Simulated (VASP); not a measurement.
Si5N3: relaxation of cell and atoms with PBE

Crystal: Si5N3.

```
CELL_PARAMETERS angstrom
4.67000 0.00000 0.00000
0.00000 4.67000 0.00000
0.00000 0.00000 4.67000
ATOMIC_POSITIONS crystal
Si 0.00000 0.00000 0.00000
Si 0.75000 0.25000 0.75000
Si 0.25000 0.75000 0.75000
Si 0.25000 0.25000 0.25000
Si 0.75000 0.75000 0.25000
N 0.50000 0.50000 0.00000
N 0.50000 0.00000 0.50000
N 0.00000 0.50000 0.50000
```

| Property | Result |
| --- | --- |
| Program | VASP 6.6.1 |
| Task | relaxation of cell and atoms |
| Functional | PBE |
| Potentials or basis | VASP PAW PBE potentials, release 64 (Si, N) |
| Cutoff | 600 eV |
| k mesh | 4 × 4 × 4 |
| Occupations | gaussian, width 0.2 eV |
| Spin | no spin polarisation |
| Dipole correction | no |
| Further INCAR settings | ALGO = Normal; EDIFF = 1e-07; IBRION = 2; EDIFFG = -0.08; NSW = 36; ISIF = 3 |

| Item | Value |
| --- | --- |
| Relaxed volume | 12.15 Å³/atom |
| Relaxed cell | a = 4.598 Å, b = 4.598 Å, c = 4.598 Å, α = 90.00°, β = 90.00°, γ = 90.00° |
| Space group after relaxing (to 0.05 Å) | P-43m (No. 215) |
| Energy gained by relaxing | 483.8 meV/atom |
| Ionic steps | 7 |
| Pressure after relaxing | 0.0 GPa |

The path:
| step | energy change (eV) | largest force (eV/Å) | pressure (GPa) | volume (Å³) |
| --- | --- | --- | --- | --- |
| 1 | 0.0000 | 6.3518 | 4.53 | 101.85 |
| 2 | -3.4989 | 0.2877 | -10.60 | 107.24 |
| 3 | -3.4989 | 0.3038 | -10.59 | 107.22 |
| 4 | -3.7585 | 0.9282 | 4.63 | 94.66 |
| 5 | -3.8375 | 0.4647 | -1.28 | 98.44 |
| 6 | -3.8694 | 0.0947 | -0.26 | 97.38 |
| 7 | -3.8703 | 0.0056 | -0.01 | 97.18 |

Final structure:
```yaml
crystal:
  lattice:
    - [4.59761, 0.00000, 0.00000]
    - [0.00000, 4.59761, 0.00000]
    - [0.00000, 0.00000, 4.59761]
  atoms:
    - { symbol: Si, position: [0.00000, 0.00000, 0.00000] }
    - { symbol: Si, position: [0.71137, 0.28863, 0.71137] }
    - { symbol: Si, position: [0.28863, 0.71137, 0.71137] }
    - { symbol: Si, position: [0.28863, 0.28863, 0.28863] }
    - { symbol: Si, position: [0.71137, 0.71137, 0.28863] }
    - { symbol: N, position: [0.50000, 0.50000, 0.00000] }
    - { symbol: N, position: [0.50000, 0.00000, 0.50000] }
    - { symbol: N, position: [0.00000, 0.50000, 0.50000] }
```

Levels at points of the mesh, in eV from the Fermi level:
```csv
k point,band 15,band 16,band 17,band 18,band 19,band 20
"(0.00, 0.00, 0.00)",-2.59,-2.59,-2.59,-1.19,-1.19,0.66
"(0.50, 0.00, 0.00)",-3.30,-3.30,-2.97,0.76,1.03,1.51
"(0.50, 0.50, 0.00)",-3.16,-3.16,-1.11,0.34,0.34,1.49
"(0.50, 0.50, 0.50)",-2.61,-2.61,-1.10,-1.10,-1.10,0.35
```

Wall time 110 s on 1 thread of Intel(R) Xeon(R) Platinum 8488C (Sapphire Rapids) (shared host), peak memory 0.24 GiB.
